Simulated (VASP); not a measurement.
# CdS (P1) in VASP: single point with PBE+D3(BJ)

Aim: the single point of CdS with PBE+D3(BJ).

Program: VASP 6.6.1. These are calculated values, not measurements. Logs are shortened: lines on timing, memory, paths and dates and some standing lists are left out, and cuts for length are marked.

### 1 The cell of the first run

The typed cell holds 2 atoms: a = 4.261 Å, b = 4.261 Å, c = 5.804 Å, α = 90.00°, β = 90.00°, γ = 120.00°.

### 2 Single point, PBE+D3(BJ) (atoms moved at random)

INCAR reads:

```
  PREC = Accurate
  ENCUT = 520
  EDIFF = 1E-6
  ISMEAR = -1
  SIGMA = 0.02
  LREAL = F
  LASPH = T
  NELM = 80
  ALGO = Normal
  ISIF = 2
  LWAVE = F
  LCHARG = T
  GGA = PE
  IVDW = 12
  LELF = T
  LVHAR = T
  NBANDS = 16
```

KPOINTS reads:

```
regular mesh
0
Gamma
  7 7 5
```

POSCAR reads:

```
CdS
1.0
    4.2611695877      0.0000000000      0.0000000000
   -2.1305847939      3.6902811128      0.0000000000
    0.0000000000      0.0000000000      5.8041729400
Cd S
1 1
Direct
    0.0300010000      0.0166500000      0.4423310000
    0.6829090000      0.3152900000      0.4291860000
```

Potentials or basis: VASP PAW PBE potentials, release 64 (Cd, S).

On the command line:

```console
$ cat potpaw_PBE.64/Cd/POTCAR potpaw_PBE.64/S/POTCAR > POTCAR
$ mpirun -np 1 vasp_std > vasp.out
```

OUTCAR:

```text
PREC = Accurate
   ENCUT = 520
   EDIFF = 1E-6
   ISMEAR = -1
   LREAL = F
   LASPH = T
   NELM = 80
   ISIF = 2
   GGA = PE
   IVDW = 12
 IVDW          = 12

 ion  position               nearest neighbor table
   1  0.030  0.017  0.442-   2 2.39   2 2.41   2 2.59
   2  0.683  0.315  0.429-   1 2.39   1 2.41   1 2.59

  LATTYP: Found a hexagonal cell.
 ALAT       =     4.2611695877
 C/A-ratio  =     1.3621079426

  Lattice vectors:

 A1 = (   4.2611695877,   0.0000000000,   0.0000000000)
 A2 = (  -2.1305847939,   3.6902811128,   0.0000000000)
 A3 = (   0.0000000000,   0.0000000000,   5.8041729400)

Analysis of symmetry for initial positions (statically):
=====================================================================
 Subroutine PRICEL returns:
 Original cell was already a primitive cell.

 Routine SETGRP: Setting up the symmetry group for a
 hexagonal supercell.

 Subroutine GETGRP returns: Found  1 space group operations
 (whereof  1 operations were pure point group operations)
 out of a pool of 24 trial point group operations.

The static configuration has the point symmetry C_1 .

Analysis of symmetry for dynamics (positions and initial velocities):
=====================================================================
 Subroutine PRICEL returns:
 Original cell was already a primitive cell.

 Routine SETGRP: Setting up the symmetry group for a
 hexagonal supercell.

 Subroutine GETGRP returns: Found  1 space group operations
 (whereof  1 operations were pure point group operations)
 out of a pool of 24 trial point group operations.

The dynamic configuration has the point symmetry C_1 .

 Subroutine INISYM returns: Found  1 space group operations
 (whereof  1 operations are pure point group operations),
 and found     1 'primitive' translations

----------------------------------------------------------------------------------------

                                     Primitive cell

  volume of cell :      91.2701

  direct lattice vectors                    reciprocal lattice vectors
     4.261169588  0.000000000  0.000000000     0.234677353  0.135491033  0.000000000
    -2.130584794  3.690281113  0.000000000     0.000000000  0.270982066  0.000000000
     0.000000000  0.000000000  5.804172940     0.000000000  0.000000000  0.172289835

  length of vectors
     4.261169588  4.261169588  5.804172940     0.270982066  0.270982066  0.172289835

  position of ions in fractional coordinates (direct lattice)
     0.030001000  0.016650000  0.442331000
     0.682909000  0.315290000  0.429186000

  ion indices of the primitive-cell ions
   primitive index   ion index
                 1           1
                 2           2

----------------------------------------------------------------------------------------

 KPOINTS: regular mesh

Automatic generation of k-mesh.
 Grid dimensions read from file:
 generate k-points for:    7    7    5

 Generating k-lattice:

  Cartesian coordinates                     Fractional coordinates (reciprocal lattice)
     0.033525336  0.019355862  0.000000000     0.142857143 -0.000000000  0.000000000
     0.000000000  0.038711724  0.000000000     0.000000000  0.142857143  0.000000000
     0.000000000  0.000000000  0.034457967     0.000000000  0.000000000  0.200000000

  Length of vectors
     0.038711724  0.038711724  0.034457967

  Shift w.r.t. Gamma in fractional coordinates (k-lattice)
     0.000000000  0.000000000  0.000000000

 Subroutine IBZKPT returns following result:
 ===========================================

 Found    123 irreducible k-points:

 Following reciprocal coordinates:
            Coordinates               Weight
  0.000000  0.000000  0.000000      1.000000
  0.142857 -0.000000  0.000000      2.000000
  0.000000  0.142857  0.000000      2.000000
 -0.142857  0.142857  0.000000      2.000000
  0.285714  0.000000  0.000000      2.000000
  0.000000  0.285714  0.000000      2.000000
[... 16 lines left out ...]
  0.285714  0.285714  0.000000      2.000000
 -0.285714 -0.428571  0.000000      2.000000
 [... further k-points ...]
   k-points           NKPTS =    123   k-points in BZ     NKDIM =    123   number of bands    NBANDS=     16
   number of dos      NEDOS =    301   number of ions     NIONS =      2
   total plane-waves  NPLWV =  49152
   dimension x,y,z NGX =    32 NGY =   32 NGZ =   48
   dimension x,y,z NGXF=    64 NGYF=   64 NGZF=   96
   ions per type =               1   1
   NGX,Y,Z   is equivalent  to a cutoff of  12.48, 12.48, 13.75 a.u.
   NGXF,Y,Z  is equivalent  to a cutoff of  24.97, 24.97, 27.50 a.u.
 SYSTEM =  unknown system
   PREC   = accura    normal or accurate (medium, high low for compatibility)
   ISTART =      0    job   : 0-new  1-cont  2-samecut
   ICHARG =      2    charge: 1-file 2-atom 10-const
   ISPIN  =      1    spin polarized calculation?
   LNONCOLLINEAR =      F non collinear calculations
   LSORBIT =      F    spin-orbit coupling
   LASPH  =      T    aspherical Exc in radial PAW
   ENCUT  =  520.0 eV  38.22 Ry    6.18 a.u.   7.92  7.92 10.79*2*pi/ulx,y,z
   NELM   =     80;   NELMIN=  2; NELMDL= -5     # of ELM steps
   EDIFF  = 0.1E-05   stopping-criterion for ELM
   LREAL  =      F    real-space projection
   EDIFFG = 0.1E-04   stopping-criterion for IOM
   NSW    =      0    number of steps for IOM
   IBRION =     -1    ionic relax: 0-MD 1-quasi-New 2-CG
   NFREE  =      0    steps in history (QN), initial steepest desc. (CG)
   ISIF   =      2    stress and relaxation
   ISYM   =      2    0-nonsym 1-usesym 2-fastsym
   POTIM  = 0.5000    time-step for ionic-motion
   TEBEG  =    0.0;   TEEND  =   0.0 temperature during run
   PSTRESS=    0.0 pullay stress
   NELECT =      18.0000    total number of electrons
   NUPDOWN=      -1.0000    fix difference up-down
   EMIN   =  10.00;   EMAX   =-10.00  energy-range for DOS
   EFERMI =   0.00;   METHOD = LEGACY
   ISMEAR =    -1;   SIGMA  =   0.02  broadening in eV -4-tet -1-fermi 0-gaus
   EFERMI_NEDOS =   21; number of points for ismear=-14 and -15
   IALGO  =     38    algorithm
   IMIX   =      4    mixing-type and parameters
     AMIX     =   0.40;   BMIX     =  1.00
     AMIX_MAG =   1.60;   BMIX_MAG =  1.00
  volume/ion in A,a.u.               =      45.64       307.96
  Fermi-wavevector in a.u.,A,eV,Ry     =   0.952919  1.800756 12.354841  0.908055
  Thomas-Fermi vector in A             =   2.081527
   LORBIT       =      0    0 simple, 1 ext, 2 COOP (PROOUT), +10 PAW based schemes
   GGA     = PE    functional components
   LHFCALC =     F    Hartree Fock is set to
   AEXX    =    0.0000 exact exchange contribution
   IVDW    =    12    specifies the selected vdW correction
   LEPSILON=     F    determine dielectric tensor
   LRPA    =     F    only Hartree local field effects (RPA)
 non-spin polarized calculation
  energy-cutoff  :      520.00
  volume of cell :       91.27
 maximum number of plane-waves:      2478
   NGX = 15   NGY = 15   NGZ = 21

 number of electron      18.0000002 magnetization

 Free energy of the ion-electron system (eV)
  ---------------------------------------------------
  ext. energy  EPLUGINS =         0.00000000
  ---------------------------------------------------
  free energy    TOTEN  =        -5.59372639 eV

  energy without entropy =       -5.59372639  energy(sigma->0) =       -5.59372639

 E-fermi :  -1.5386     XC(G=0):  -6.1435

 val. band max:       -1.9336279951   @ k =   0.0000   0.0000   0.4000
 cond. band min:      -0.6174344272   @ k =   0.0000   0.0000   0.0000
 fundamental gap:      1.3161935679
 Fermi energy:        -1.5386213177

 k-point     1 :       0.0000    0.0000    0.0000
  band No.  band energies     occupation
      1     -13.7681      2.00000
      2      -9.8181      2.00000
      3      -9.7245      2.00000
      4      -9.2903      2.00000
      5      -9.2593      2.00000
      6      -9.0610      2.00000
[... 8 lines left out ...]
     15       8.8714      0.00000
     16       9.5954      0.00000

 k-point     2 :       0.1429   -0.0000    0.0000
  band No.  band energies     occupation
      1     -13.6993      2.00000
      2      -9.8125      2.00000
      3      -9.6582      2.00000
      4      -9.3098      2.00000
      5      -9.2650      2.00000
      6      -9.0390      2.00000
[... 8 lines left out ...]
     15       9.3768      0.00000
     16       9.6312      0.00000

 k-point     3 :       0.0000    0.1429    0.0000
  band No.  band energies     occupation
      1     -13.7160      2.00000
      2      -9.7742      2.00000
      3      -9.6850      2.00000
      4      -9.2935      2.00000
      5      -9.2775      2.00000
      6      -9.0396      2.00000
[... 8 lines left out ...]
     15       9.3892      0.00000
     16       9.4619      0.00000

 k-point     4 :      -0.1429    0.1429    0.0000
  band No.  band energies     occupation
      1     -13.6978      2.00000
      2      -9.8101      2.00000
      3      -9.6608      2.00000
      4      -9.3120      2.00000
      5      -9.2633      2.00000
      6      -9.0388      2.00000
[... 8 lines left out ...]
     15       9.3776      0.00000
     16       9.6575      0.00000
[... 324 lines left out ...]
 k-point    22 :       0.4286    0.4286    0.0000
  band No.  band energies     occupation
      1     -13.3786      2.00000
      2      -9.6116      2.00000
      3      -9.4089      2.00000
      4      -9.3932      2.00000
      5      -9.2852      2.00000
      6      -8.8364      2.00000
[... 8 lines left out ...]
     15       7.6918      0.00000
     16       8.0361      0.00000

 k-point    23 :       0.2857    0.2857    0.0000
  band No.  band energies     occupation
      1     -13.4081      2.00000
      2      -9.6406      2.00000
      3      -9.3868      2.00000
      4      -9.3715      2.00000
      5      -9.3064      2.00000
      6      -8.7421      2.00000
[... 8 lines left out ...]
     15       6.6875      0.00000
     16       7.7454      0.00000

 k-point    24 :      -0.2857   -0.4286    0.0000
  band No.  band energies     occupation
      1     -13.4052      2.00000
      2      -9.6330      2.00000
      3      -9.3914      2.00000
      4      -9.3756      2.00000
      5      -9.3041      2.00000
      6      -8.7437      2.00000
[... 8 lines left out ...]
     15       6.6854      0.00000
     16       7.7657      0.00000

 [... further k-points ...]

------------------------ aborting loop because EDIFF is reached ----------------------------------------

 Edisp (eV)   -0.30979

 E8    (eV) :    -0.1246

  FORCE on cell =-STRESS in cart. coord.  units (eV):
  Direction    XX          YY          ZZ          XY          YZ          ZX
  --------------------------------------------------------------------------------------
  -------------------------------------------------------------------------------------
  Total       0.82802    -1.14408    -0.22313    -0.17468    -0.05987     0.01326
  in kB      14.53529   -20.08346    -3.91695    -3.06638    -1.05102     0.23273
  external pressure =       -3.16 kB  Pullay stress =        0.00 kB

 VOLUME and BASIS-vectors are now :
 -----------------------------------------------------------------------------
  energy-cutoff  :      520.00
  volume of cell :       91.27
      direct lattice vectors                 reciprocal lattice vectors
     4.261169588  0.000000000  0.000000000     0.234677353  0.135491033  0.000000000
    -2.130584794  3.690281113  0.000000000     0.000000000  0.270982066  0.000000000
     0.000000000  0.000000000  5.804172940     0.000000000  0.000000000  0.172289835

 POSITION                                       TOTAL-FORCE (eV/Angst)
 -----------------------------------------------------------------------------------
      0.09237      0.06144      2.56737         0.173095     -0.782783      0.005076
      2.23824      1.16351      2.49107        -0.173095      0.782783     -0.005076
 -----------------------------------------------------------------------------------
    total drift:                                0.000133     -0.000098      0.000135

  FREE ENERGIE OF THE ION-ELECTRON SYSTEM (eV)
  ---------------------------------------------------
  free  energy   TOTEN  =        -5.9035209854 eV

  energy  without entropy=       -5.9035209854  energy(sigma->0) =       -5.90352099
```

Wall time 5.1 min (1 thread of AMD EPYC 7R13, shared host); peak memory 0.31 GiB.

What came out:

| Property | Result |
| --- | --- |
| Free energy | -5.9035 eV |
| Pressure | -0.3 GPa |
| Largest force | 0.802 eV/Å |
| Band gap on the k mesh | 1.32 eV, indirect (least direct gap 1.32 eV) |
| Dispersion energy per atom | -0.155 eV |

Forces on the atoms (eV/Å):
```
Cd   0.173 -0.783  0.005
S   -0.173  0.783 -0.005
```

Levels at points of the mesh, in eV from the valence-band top:
```
           k point  band 7  band 8  band 9  band 10  band 11  band 12
(0.00, 0.00, 0.00)   -1.24   -0.41   -0.01     1.32     5.39     6.47
```

Caveat: the cell differs from its parent crystal (atoms moved at random). A k mesh can miss the band edges.
